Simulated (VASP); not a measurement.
Set up this calculation in VASP 6.6.1, as the native input.

```yaml
Task: single point
Functional: PBE
Potentials_or_basis: VASP PAW PBE potentials, release 64 (Al, B, P)
Cutoff: 520 eV
k_mesh: 4 × 4 × 2
Occupations: gaussian, width 0.1 eV
Spin: no spin polarisation
Dipole_correction: no
Further_INCAR_settings: ALGO = Normal; EDIFF = 1e-07; NBANDS = 20
```

The structure of Al3BP2 lies in POSCAR:

```
Al3BP2
1.0
    3.7436381700      0.0000000000      0.0000000000
    0.0000000000      3.7436381700      0.0000000000
    0.0000000000      0.0000000000      7.6146898900
Al B P
3 1 2
Direct
    0.0000000000      0.0000000000      0.2402267600
    0.0000000000      0.0000000000      0.7597732400
    0.0000000000      0.0000000000      0.5000000000
    0.5000000000      0.5000000000      0.5000000000
    0.0000000000      0.5000000000      0.5000000000
    0.5000000000      0.0000000000      0.5000000000
```

These files were run (other wordings do the same):

INCAR

```
SYSTEM = Al3BP2
  PREC = Accurate
  ENCUT = 520
  EDIFF = 1E-7
  ISMEAR = 0
  SIGMA = 0.1
  LREAL = .False.
  LASPH = .True.
  NELM = 60
  ALGO = Normal
  ISIF = 2
  LWAVE = .False.
  LCHARG = .False.
  GGA = PE
  NBANDS = 20
```

KPOINTS

```
Automatic mesh
0
Gamma
  4 4 2
  0 0 0
```

Potentials or basis: VASP PAW PBE potentials, release 64 (Al, B, P).

The run is started by

```console
$ cat potpaw_PBE.64/Al/POTCAR potpaw_PBE.64/B/POTCAR potpaw_PBE.64/P/POTCAR > POTCAR
$ mpirun -np 1 vasp_std > vasp.out
```

Results of the run:

| Item | Value |
| --- | --- |
| Pressure | 69.3 GPa |
| Largest force | 8.181 eV/Å |
| Band gap on the k mesh | zero (band 11 reaches 6.40 eV, above the bottom of band 12 at 5.37 eV) |

Caveat: the k points lie up to 0.42 Å⁻¹ apart; forces of over 1 eV/Å act on the atoms, so gaps and moduli don't describe the material at rest.

Wall time 25 s on 1 thread of AMD EPYC 7R43 64-Core Processor (Zen 3) (shared host), peak memory 0.18 GiB.
